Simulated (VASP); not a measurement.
## Si3N4: single point with PBE

Crystal: Si3N4.

```xyz
14
Lattice="7.6949 0.0000 0.0000 -3.8475 6.6640 0.0000 0.0000 0.0000 2.9405" Properties=species:S:1:pos:R:3 pbc="T T T"
Si    5.2466    1.1704    0.9575
Si    1.6097    5.1289    2.4278
Si    4.0581    3.9585    0.9575
Si   -1.3991    5.4936    2.4278
Si    2.2378    1.5352    0.9575
Si   -0.2106    2.7055    2.4278
N    -1.0272    2.1996    0.9575
N     5.2764    0.2102    2.4278
N     2.4561    4.6746    0.9575
N     4.8747    4.4644    2.4278
N    -1.4290    6.4538    0.9575
N     1.3913    1.9894    2.4278
N     0.0000    4.4427   -0.5127
N     3.8475    2.2213    0.9575
```

This cell differs from its parent crystal: volume scaled by 1.04, then relaxed in part.

- Program: VASP 6.6.1
- Task: single point
- Functional: PBE
- Potentials or basis: VASP PAW PBE potentials, release 64 (Si, N)
- Cutoff: 520 eV
- k mesh: 4 × 4 × 10
- Occupations: fermi-dirac, width 0.02 eV
- Spin: no spin polarisation

```json
{
  "Pressure": "-3.2 GPa",
  "Largest force": "0.005 eV/Å",
  "Band gap on the k mesh": "4.19 eV, indirect (least direct gap 4.38 eV)"
}
```

Forces on the atoms (eV/Å):
```
Si   0.000  0.005  0.000
Si  -0.005  0.002  0.000
Si  -0.004 -0.003  0.000
Si   0.000 -0.005  0.000
Si   0.005 -0.002  0.000
Si   0.004  0.003  0.000
N   -0.002  0.003  0.000
N   -0.004 -0.001  0.000
N   -0.001 -0.004  0.000
N    0.002 -0.003  0.000
N    0.004  0.001  0.000
N    0.001  0.004  0.000
N    0.000  0.000  0.000
N    0.000  0.000  0.000
```

Stress tensor (GPa, compression positive):
```
-3.08  0.00  0.00
 0.00 -3.08  0.00
 0.00  0.00 -3.56
```

Levels at points of the mesh, in eV from the valence-band top:
```csv
k point,band 29,band 30,band 31,band 32,band 33,band 34,band 35,band 36
"(0.00, 0.00, 0.00)",-1.25,-0.44,-0.40,-0.19,4.19,4.47,4.69,4.69
"(0.50, 0.00, 0.00)",-1.31,-0.76,-0.32,-0.25,4.43,4.54,4.71,5.06
"(0.00, 0.00, 0.50)",-1.56,-1.56,-1.27,-1.27,4.60,4.60,4.60,4.60
"(0.50, 0.00, 0.50)",-1.45,-1.45,-1.00,-1.00,4.63,4.63,5.71,5.71
```

Run time: 2.2 min on 1 thread of Intel(R) Xeon(R) Platinum 8488C (Sapphire Rapids) (shared host), peak memory 0.32 GiB.

 A k mesh can miss the band edges.
